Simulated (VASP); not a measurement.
Write the native input for VASP 6.6.1 that does the following.

```yaml
Task: single point
Functional: PBE
Potentials_or_basis: VASP PAW PBE potentials, release 64 (Ga_d, P)
Cutoff: 520 eV
k_mesh: 10 × 10 × 10
Occupations: gaussian, width 0.05 eV
Spin: no spin polarisation
Dipole_correction: no
Further_INCAR_settings: ALGO = Normal; EDIFF = 1e-06; NBANDS = 16
```

The structure of GaP lies in POSCAR:

```
GaP
1.0
    0.0000000000      2.9267671142      2.7744498191
    2.7744498191      0.0000000000      2.7744498191
    2.7744498191      2.9267671142      0.0000000000
Ga P
1 1
Direct
    0.0000000000      0.0000000000      0.0000000000
    0.7500000000      0.7500000000      0.7500000000
```

This cell differs from its parent crystal: volume 22.529 Å^3 an atom, c/a of the conventional cell 1.0549.

These files were run (other wordings do the same):

INCAR

```
SYSTEM = GaP
PREC = Accurate
ENCUT = 520
EDIFF = 1E-6
ISMEAR = 0
SIGMA = 0.05
LREAL = .FALSE.
LASPH = .TRUE.
NELM = 100
ALGO = Normal
ISIF = 2
LWAVE = .FALSE.
LCHARG = .TRUE.
GGA = PE
LELF = .TRUE.
LVHAR = .TRUE.
NBANDS = 16
```

KPOINTS

```
Automatic mesh
0
G
  10 10 10
  0 0 0
```

Potentials or basis: VASP PAW PBE potentials, release 64 (Ga_d, P).

Run with:

```console
$ cat potpaw_PBE.64/Ga_d/POTCAR potpaw_PBE.64/P/POTCAR > POTCAR
$ mpirun -np 1 vasp_std > vasp.out
```

Results of the run:

| Quantity | Value |
| --- | --- |
| Pressure | -5.0 GPa |
| Band gap on the k mesh | 0.84 eV, direct |

It took 50 s on 1 thread of Intel Xeon 6975P-C (shared host), peak memory 0.22 GiB.
